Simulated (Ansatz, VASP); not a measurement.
One calculation of Ca2TeSe, two programs

```
Se Ca Te
1.0
     4.29098    0.00000    0.00000
     0.00000    4.29098    0.00000
     0.00000    0.00000    6.06795
Se Ca Te
1 2 1
Direct
  0.00000 0.00000 0.00000
  0.00000 0.00000 0.50000
  0.50000 0.50000 0.00000
  0.50000 0.50000 0.50000
```

Alike in both runs: task single point; functional PBE; k mesh 6 × 6 × 4; no spin polarisation.

```csv
,VASP,Ansatz
version,VASP 6.6.1,Ansatz 0.2.0
potentials or method,"VASP PAW PBE potentials, release 64 (Se, Ca_sv, Te)","plane waves, PAW"
plane-wave cutoff (eV),520,420
occupations,"gaussian, width 0.01 eV",fixed
valence electrons in the cell,32,52
```

Ansatz gave:

```
gap on the k mesh at the Fermi level (eV) : 1.58
pressure (GPa)                            : 2.9
```

Which values does VASP return?

gap on the k mesh at the Fermi level (eV): 1.57; pressure (GPa): 3.0.

VASP's potentials hold 32 valence electrons a cell and Ansatz's 52, so a difference there can come from the potentials and not from the codes.

Neither program's run includes spin-orbit coupling.
